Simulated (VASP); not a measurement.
# Sn3Br in VASP: further runs, part 2 of 3

VASP 6.6.1.

## Step 3: Single point, PBE

This run uses another cell than the first one, of 25.53 Å³/atom, 0.978 times its volume.

The input, INCAR:

```
SYSTEM = Sn3Br
  PREC = Accurate
  ENCUT = 520
  EDIFF = 1E-6
  ISMEAR = 0
  SIGMA = 0.1
  LREAL = .False.
  LASPH = .True.
  NELM = 60
  ALGO = Normal
  ISIF = 2
  LWAVE = .False.
  LCHARG = .False.
  GGA = PE
  NBANDS = 32
```

The input, KPOINTS:

```
Automatic mesh
0
Gamma
  4 4 4
  0 0 0
```

The input, POSCAR:

```
Sn3Br
1.0
    4.6901591608      0.0000000000      0.0000000000
    0.0000000000      4.6901591608      0.0000000000
    0.0000000000      0.0000000000      4.6419508708
Sn Br
3 1
Direct
    0.0000000000      0.5000000000      0.5000000000
    0.5000000000      0.0000000000      0.5000000000
    0.5000000000      0.5000000000      0.0000000000
    0.0000000000      0.0000000000      0.0000000000
```

Potentials or basis: VASP PAW PBE potentials, release 64 (Sn_d, Br).

The run is started by

```bash
cat potpaw_PBE.64/Sn_d/POTCAR potpaw_PBE.64/Br/POTCAR > POTCAR
mpirun -np 1 vasp_std > vasp.out
```

OUTCAR:

```text
SYSTEM = Sn3Br
   PREC = Accurate
   ENCUT = 520
   EDIFF = 1E-6
   ISMEAR = 0
   LREAL = .False.
   LASPH = .True.
   NELM = 60
   ISIF = 2
   GGA = PE

 ion  position               nearest neighbor table
   1  0.000  0.500  0.500-   3 3.30   3 3.30   3 3.30   3 3.30   2 3.32   2 3.32   2 3.32   2 3.32

   2  0.500  0.000  0.500-   3 3.30   3 3.30   3 3.30   3 3.30   1 3.32   1 3.32   1 3.32   1 3.32

   3  0.500  0.500  0.000-   1 3.30   2 3.30   1 3.30   2 3.30   2 3.30   2 3.30   1 3.30   1 3.30

   4  0.000  0.000  0.000-

  LATTYP: Found a simple tetragonal cell.
 ALAT       =     4.6901591608
 C/A-ratio  =     0.9897213957

  Lattice vectors:

 A1 = (   4.6901591608,   0.0000000000,   0.0000000000)
 A2 = (   0.0000000000,   4.6901591608,   0.0000000000)
 A3 = (   0.0000000000,   0.0000000000,   4.6419508708)

Analysis of symmetry for initial positions (statically):
=====================================================================
 Subroutine PRICEL returns:
 Original cell was already a primitive cell.

 Routine SETGRP: Setting up the symmetry group for a
 simple tetragonal supercell.

 Subroutine GETGRP returns: Found 16 space group operations
 (whereof 16 operations were pure point group operations)
 out of a pool of 16 trial point group operations.

The static configuration has the point symmetry D_4h.

Analysis of symmetry for dynamics (positions and initial velocities):
=====================================================================
 Subroutine PRICEL returns:
 Original cell was already a primitive cell.

 Routine SETGRP: Setting up the symmetry group for a
 simple tetragonal supercell.

 Subroutine GETGRP returns: Found 16 space group operations
 (whereof 16 operations were pure point group operations)
 out of a pool of 16 trial point group operations.

The dynamic configuration has the point symmetry D_4h.

 Subroutine INISYM returns: Found 16 space group operations
 (whereof 16 operations are pure point group operations),
 and found     1 'primitive' translations

----------------------------------------------------------------------------------------

                                     Primitive cell

  volume of cell :     102.1117

  direct lattice vectors                    reciprocal lattice vectors
     4.690159161  0.000000000  0.000000000     0.213212381  0.000000000  0.000000000
     0.000000000  4.690159161  0.000000000     0.000000000  0.213212381  0.000000000
     0.000000000  0.000000000  4.641950871     0.000000000  0.000000000  0.215426666

  length of vectors
     4.690159161  4.690159161  4.641950871     0.213212381  0.213212381  0.215426666

  position of ions in fractional coordinates (direct lattice)
     0.000000000  0.500000000  0.500000000
     0.500000000  0.000000000  0.500000000
     0.500000000  0.500000000  0.000000000
     0.000000000  0.000000000  0.000000000

  ion indices of the primitive-cell ions
   primitive index   ion index
                 1           1
                 2           2
                 3           3
                 4           4

----------------------------------------------------------------------------------------

 KPOINTS: Automatic mesh

Automatic generation of k-mesh.
 Grid dimensions read from file:
 generate k-points for:    4    4    4

 Generating k-lattice:

  Cartesian coordinates                     Fractional coordinates (reciprocal lattice)
     0.053303095  0.000000000  0.000000000     0.250000000  0.000000000  0.000000000
     0.000000000  0.053303095  0.000000000     0.000000000  0.250000000  0.000000000
     0.000000000  0.000000000  0.053856667     0.000000000  0.000000000  0.250000000

  Length of vectors
     0.053303095  0.053303095  0.053856667

  Shift w.r.t. Gamma in fractional coordinates (k-lattice)
     0.000000000  0.000000000  0.000000000

 Subroutine IBZKPT returns following result:
 ===========================================

 Found     18 irreducible k-points:

 Following reciprocal coordinates:
            Coordinates               Weight
  0.000000  0.000000  0.000000      1.000000
  0.250000  0.000000  0.000000      4.000000
  0.500000  0.000000  0.000000      2.000000
  0.250000  0.250000  0.000000      4.000000
  0.500000  0.250000  0.000000      4.000000
  0.500000  0.500000  0.000000      1.000000
[... 10 lines left out ...]
  0.500000  0.250000  0.500000      4.000000
  0.500000  0.500000  0.500000      1.000000
   k-points           NKPTS =     18   k-points in BZ     NKDIM =     18   number of bands    NBANDS=     32
   number of dos      NEDOS =    301   number of ions     NIONS =      4
   total plane-waves  NPLWV =  46656
   dimension x,y,z NGX =    36 NGY =   36 NGZ =   36
   dimension x,y,z NGXF=    72 NGYF=   72 NGZF=   72
   ions per type =               3   1
   NGX,Y,Z   is equivalent  to a cutoff of  12.76, 12.76, 12.89 a.u.
   NGXF,Y,Z  is equivalent  to a cutoff of  25.52, 25.52, 25.79 a.u.
 SYSTEM =  Sn3Br
   PREC   = accura    normal or accurate (medium, high low for compatibility)
   ISTART =      0    job   : 0-new  1-cont  2-samecut
   ICHARG =      2    charge: 1-file 2-atom 10-const
   ISPIN  =      1    spin polarized calculation?
   LNONCOLLINEAR =      F non collinear calculations
   LSORBIT =      F    spin-orbit coupling
   LASPH  =      T    aspherical Exc in radial PAW
   ENCUT  =  520.0 eV  38.22 Ry    6.18 a.u.   8.72  8.72  8.63*2*pi/ulx,y,z
   NELM   =     60;   NELMIN=  2; NELMDL= -5     # of ELM steps
   EDIFF  = 0.1E-05   stopping-criterion for ELM
   LREAL  =      F    real-space projection
   EDIFFG = 0.1E-04   stopping-criterion for IOM
   NSW    =      0    number of steps for IOM
   IBRION =     -1    ionic relax: 0-MD 1-quasi-New 2-CG
   NFREE  =      0    steps in history (QN), initial steepest desc. (CG)
   ISIF   =      2    stress and relaxation
   ISYM   =      2    0-nonsym 1-usesym 2-fastsym
   POTIM  = 0.5000    time-step for ionic-motion
   TEBEG  =    0.0;   TEEND  =   0.0 temperature during run
   PSTRESS=    0.0 pullay stress
   NELECT =      49.0000    total number of electrons
   NUPDOWN=      -1.0000    fix difference up-down
   EMIN   =  10.00;   EMAX   =-10.00  energy-range for DOS
   EFERMI =   0.00;   METHOD = LEGACY
   ISMEAR =     0;   SIGMA  =   0.10  broadening in eV -4-tet -1-fermi 0-gaus
   EFERMI_NEDOS =   21; number of points for ismear=-14 and -15
   IALGO  =     38    algorithm
   IMIX   =      4    mixing-type and parameters
     AMIX     =   0.40;   BMIX     =  1.00
     AMIX_MAG =   1.60;   BMIX_MAG =  1.00
  volume/ion in A,a.u.               =      25.53       172.27
  Fermi-wavevector in a.u.,A,eV,Ry     =   1.281686  2.422035 22.350547  1.642719
  Thomas-Fermi vector in A             =   2.414041
   LORBIT       =      0    0 simple, 1 ext, 2 COOP (PROOUT), +10 PAW based schemes
   GGA     = PE    functional components
   LHFCALC =     F    Hartree Fock is set to
   AEXX    =    0.0000 exact exchange contribution
   IVDW    =     0    specifies the selected vdW correction
   LEPSILON=     F    determine dielectric tensor
   LRPA    =     F    only Hartree local field effects (RPA)
 non-spin polarized calculation
 Gauss-broadening in eV      SIGMA  =   0.10
  energy-cutoff  :      520.00
  volume of cell :      102.11
 maximum number of plane-waves:      2784
 NGX is ok and might be reduce to    36
   NGX = 17   NGY = 17   NGZ = 17

 number of electron      48.9999958 magnetization

 Free energy of the ion-electron system (eV)
  ---------------------------------------------------
  ext. energy  EPLUGINS =         0.00000000
  ---------------------------------------------------
  free energy    TOTEN  =       -12.70732835 eV

  energy without entropy =      -12.69783273  energy(sigma->0) =      -12.70258054

 E-fermi :   7.9282     XC(G=0): -10.3674

 val. band max:        7.9281864795   @ k =   0.5000   0.0000   0.5000
 cond. band min:       7.9907528728   @ k =   0.5000   0.5000   0.0000
 fundamental gap:      0.0625663933
 Fermi energy:         7.9282041805

 k-point     1 :       0.0000    0.0000    0.0000
  band No.  band energies     occupation
      1     -13.9512      2.00000
      2     -13.9512      2.00000
      3     -13.9486      2.00000
      4     -13.9276      2.00000
      5     -13.9253      2.00000
      6     -13.8936      2.00000
[... 619 lines left out ...]
     31      14.3008      0.00000
     32      14.3008      0.00000

------------------------ aborting loop because EDIFF is reached ----------------------------------------

  FORCE on cell =-STRESS in cart. coord.  units (eV):
  Direction    XX          YY          ZZ          XY          YZ          ZX
  --------------------------------------------------------------------------------------
  -------------------------------------------------------------------------------------
  Total        3.3939095      3.3939095      3.3593105      0.0000000     -0.0000000      0.0000000
  in kB       53.2519032     53.2519032     52.7090311      0.0000000     -0.0000000      0.0000000
  external PRESSURE =      53.0709458 kB  Pullay stress =       0.0000000 kB

 VOLUME and BASIS-vectors are now :
 -----------------------------------------------------------------------------
  energy-cutoff  :      520.00
  volume of cell :      102.11
      direct lattice vectors                 reciprocal lattice vectors
     4.690159161  0.000000000  0.000000000     0.213212381  0.000000000  0.000000000
     0.000000000  4.690159161  0.000000000     0.000000000  0.213212381  0.000000000
     0.000000000  0.000000000  4.641950871     0.000000000  0.000000000  0.215426666

 POSITION                                       TOTAL-FORCE (eV/Angst)
 -----------------------------------------------------------------------------------
      0.00000      2.34508      2.32098         0.000000      0.000000      0.000000
      2.34508      0.00000      2.32098         0.000000      0.000000      0.000000
      2.34508      2.34508      0.00000         0.000000      0.000000      0.000000
      0.00000      0.00000      0.00000         0.000000      0.000000      0.000000
 -----------------------------------------------------------------------------------
    total drift:                                0.000000      0.000000      0.000000

  FREE ENERGIE OF THE ION-ELECTRON SYSTEM (eV)
  ---------------------------------------------------
  free  energy   TOTEN  =       -12.7073283484 eV

  energy  without entropy=      -12.6978327307  energy(sigma->0) =      -12.70258054
```

OSZICAR:

```text
N       E                     dE             d eps       ncg     rms          rms(c)
DAV:   1     0.464593709858E+03    0.46459E+03   -0.23804E+04  1184   0.226E+03
DAV:   2     0.497124505819E+02   -0.41488E+03   -0.40351E+03  1152   0.557E+02
DAV:   3    -0.998183142591E+01   -0.59694E+02   -0.57786E+02  1416   0.178E+02
DAV:   4    -0.127213894331E+02   -0.27396E+01   -0.27326E+01  1320   0.404E+01
DAV:   5    -0.127988359602E+02   -0.77447E-01   -0.77442E-01  1544   0.723E+00    0.871E+00
DAV:   6    -0.127271231209E+02    0.71713E-01   -0.86161E-02  1464   0.261E+00    0.526E+00
DAV:   7    -0.127082789699E+02    0.18844E-01   -0.10244E-01  1352   0.271E+00    0.236E-01
DAV:   8    -0.127072466085E+02    0.10324E-02   -0.15674E-02  1384   0.166E+00    0.854E-02
DAV:   9    -0.127073024873E+02   -0.55879E-04   -0.15774E-03  1568   0.536E-01    0.549E-02
DAV:  10    -0.127073287952E+02   -0.26308E-04   -0.18097E-04  1472   0.116E-01    0.185E-02
DAV:  11    -0.127073283484E+02    0.44685E-06   -0.90515E-06  1416   0.267E-02
   1 F= -.12707328E+02 E0= -.12702581E+02  d E =-.949562E-02
```

stdout:

```text
POSCAR found type information on POSCAR SnBr
 POSCAR found :  2 types and       4 ions
 scaLAPACK will be used
 LDA part: xc-table for (Slater+PW92), standard interpolation
 POSCAR, INCAR and KPOINTS ok, starting setup
 FFT: planning ... GRIDC
 FFT: planning ... GRID_SOFT
 FFT: planning ... GRID
 WAVECAR not read
 entering main loop
```

Run time: 45 s. Hardware: 1 thread of AMD EPYC 7R43 (Zen 3), shared host; peak memory 0.18 GiB.

What came out:

```yaml
Free_energy: -12.7073 eV
Pressure: 5.3 GPa
```

Caveat: spin-orbit coupling is left out, which moves the levels of the heavy elements; an odd number of electrons without spin polarisation forces a metal; a magnetic or distorted state may lie lower.

## Step 4: Single point, PBE

This run uses another cell than the first one, of 28.60 Å³/atom, 1.096 times its volume.

The input, INCAR:

```
SYSTEM = Sn3Br
  ALGO = Normal
  EDIFF = 1E-6
  ENCUT = 520
  GGA = PE
  ISIF = 2
  ISMEAR = 0
  LASPH = .True.
  LCHARG = .False.
  LREAL = .False.
  LWAVE = .False.
  NBANDS = 32
  NELM = 80
  PREC = Accurate
  SIGMA = 0.1
```

The input, KPOINTS:

```
k-points
0
Gamma
  10 10 10
  0 0 0
```

The input, POSCAR:

```
Sn3Br
1.0
    4.8544942786      0.0000000000      0.0000000000
    0.0000000000      4.8544942786      0.0000000000
    0.0000000000      0.0000000000      4.8544942786
Sn Br
3 1
Direct
    0.0000000000      0.5000000000      0.5000000000
    0.5000000000      0.0000000000      0.5000000000
    0.5000000000      0.5000000000      0.0000000000
    0.0000000000      0.0000000000      0.0000000000
```

The run is started by

```bash
cat potpaw_PBE.64/Sn_d/POTCAR potpaw_PBE.64/Br/POTCAR > POTCAR
mpirun -np 1 vasp_std > vasp.out
```

Wall time 2 min (1 thread of AMD EPYC 7R43 (Zen 3), shared host); peak memory 0.27 GiB.

The run converged. Its results:

| Item | Value |
| --- | --- |
| Free energy | -12.7363 eV |
| Pressure | 0.0 GPa |

Levels at points of the mesh, in eV from the Fermi level:
```
           k point  band 21  band 22  band 23  band 24  band 25  band 26  band 27  band 28
(0.00, 0.00, 0.00)    -4.88    -4.88    -0.94    -0.94    -0.94     2.09     2.09     2.09
(0.50, 0.00, 0.00)    -4.32    -3.23    -1.67    -1.67    -0.11     1.34     1.44     1.44
(0.50, 0.50, 0.00)    -3.27    -3.27    -2.56    -0.76     0.07     0.07     0.08     2.19
(0.50, 0.50, 0.50)    -5.60    -5.60    -4.39     0.39     0.39     0.39     5.39     5.39
```

Caveat: spin-orbit coupling is left out, which moves the levels of the heavy elements; an odd number of electrons without spin polarisation forces a metal; a magnetic or distorted state may lie lower.

## Step 5: Relaxation of cell and atoms, PBE

This run uses another cell than the first one, of 25.53 Å³/atom, 0.978 times its volume.

The input, INCAR:

```
PREC = Accurate ; ENCUT = 600
EDIFF = 1E-7 ; ISMEAR = 0
SIGMA = 0.1 ; LREAL = False
LASPH = True ; NELM = 80
ALGO = Normal ; ISIF = 3
LWAVE = False ; LCHARG = False
GGA = PE ; IBRION = 2
NSW = 90 ; EDIFFG = -0.04
```

The input, KPOINTS:

```
regular mesh
0
Gamma
  4 4 4
```

The input, POSCAR:

```
Sn3Br
1.0
    4.6901591608      0.0000000000      0.0000000000
    0.0000000000      4.6901591608      0.0000000000
    0.0000000000      0.0000000000      4.6419508708
Sn Br
3 1
Direct
    0.0000000000      0.5000000000      0.5000000000
    0.5000000000      0.0000000000      0.5000000000
    0.5000000000      0.5000000000      0.0000000000
    0.0000000000      0.0000000000      0.0000000000
```

The run is started by

```bash
cat potpaw_PBE.64/Sn_d/POTCAR potpaw_PBE.64/Br/POTCAR > POTCAR
mpirun -np 1 vasp_std > vasp.out
```

It took 2.4 min on 1 thread of AMD EPYC 7R43 (Zen 3), shared host; peak memory 0.24 GiB.

The run converged. Its results:

```yaml
Free_energy: -12.8762 eV
Relaxed_volume: 28.31 Å³/atom
Relaxed_cell: a = 4.855 Å, b = 4.855 Å, c = 4.804 Å, α = 90.00°, β = 90.00°, γ = 90.00°
Space_group_after_relaxing_to_0.05_Å: P4/mmm (No. 123)
Energy_gained_by_relaxing: 42.2 meV/atom
Ionic_steps: 3
Pressure_after_relaxing: 0.0 GPa
```

Stress tensor (GPa, compression positive):
```
 0.10  0.00  0.00
 0.00  0.10  0.00
 0.00  0.00 -0.14
```

The path:
```
step  energy change (eV)  largest force (eV/Å)  pressure (GPa)  volume (Å³)
   1              0.0000                0.0000            5.35       102.11
   2             -0.1648                0.0000           -0.64       115.22
   3             -0.1686                0.0000            0.02       113.25
```

Final structure:
```
Sn Br
1.0
     4.85545    0.00000    0.00000
     0.00000    4.85545    0.00000
     0.00000    0.00000    4.80392
Sn Br
3 1
Cartesian
  0.0000 2.4277 2.4020
  2.4277 0.0000 2.4020
  2.4277 2.4277 0.0000
  0.0000 0.0000 0.0000
```

Levels at points of the mesh, in eV from the Fermi level:
```
           k point  band 22  band 23  band 24  band 25  band 26  band 27  band 28  band 29
(0.00, 0.00, 0.00)    -4.93    -1.00    -1.00    -0.97     2.05     2.05     2.06     3.77
(0.50, 0.00, 0.00)    -3.27    -1.80    -1.70    -0.15     1.30     1.43     1.43     1.50
(0.50, 0.50, 0.00)    -3.26    -2.60    -0.73     0.05     0.05     0.06     2.16     2.16
(0.00, 0.00, 0.50)    -3.29    -1.75    -1.75    -0.21     1.33     1.37     1.37     1.54
(0.50, 0.00, 0.50)    -3.32    -2.65    -0.86    -0.01     0.00     0.00     2.18     2.20
(0.50, 0.50, 0.50)    -5.68    -4.51     0.33     0.33     0.43     5.30     5.48     5.51
```

Caveat: spin-orbit coupling is left out, which moves the levels of the heavy elements; an odd number of electrons without spin polarisation forces a metal; a magnetic or distorted state may lie lower.

(Continued in part 3 of 3.)
